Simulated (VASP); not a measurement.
CaO, 2 atoms in the cell. It takes space group Fm-3m (No. 225, cubic). The conventional cell has a = 4.731 Å, b = 4.731 Å, c = 4.731 Å, α = 90.00°, β = 90.00°, γ = 90.00°. Ca (site symmetry m-3m) has 6 O at 2.37 Å within 3.1 Å. O (site symmetry m-3m) has 6 Ca at 2.37 Å within 3.1 Å. 

| Item | Value |
| --- | --- |
| Program | VASP 6.6.1 |
| Task | single point |
| Functional | LDA |
| Potentials or basis | VASP PAW LDA potentials, release 64 (Ca_sv, O) |
| Cutoff | 520 eV |
| k mesh | 8 × 8 × 8 |
| Occupations | gaussian, width 0.01 eV |
| Spin | no spin polarisation |
| Dipole correction | no |
| Further INCAR settings | ALGO = Normal; EDIFF = 1e-06; NBANDS = 15 |

Potentials or basis: VASP PAW LDA potentials, release 64 (Ca_sv, O).

Launch:

```sh
$ cat potpaw_LDA.64/Ca_sv/POTCAR potpaw_LDA.64/O/POTCAR > POTCAR
$ mpirun -np 1 vasp_std > vasp.out
```

Hardware: 1 thread of Intel(R) Xeon(R) 6975P-C (Granite Rapids) (shared host).

**Question.** Estimate the wall time of this run.

**Answer.** Run time: 5.9 s on 1 thread of Intel(R) Xeon(R) 6975P-C (Granite Rapids) (shared host), peak memory 0.14 GiB. Counts: scf iterations 12, k points 29.
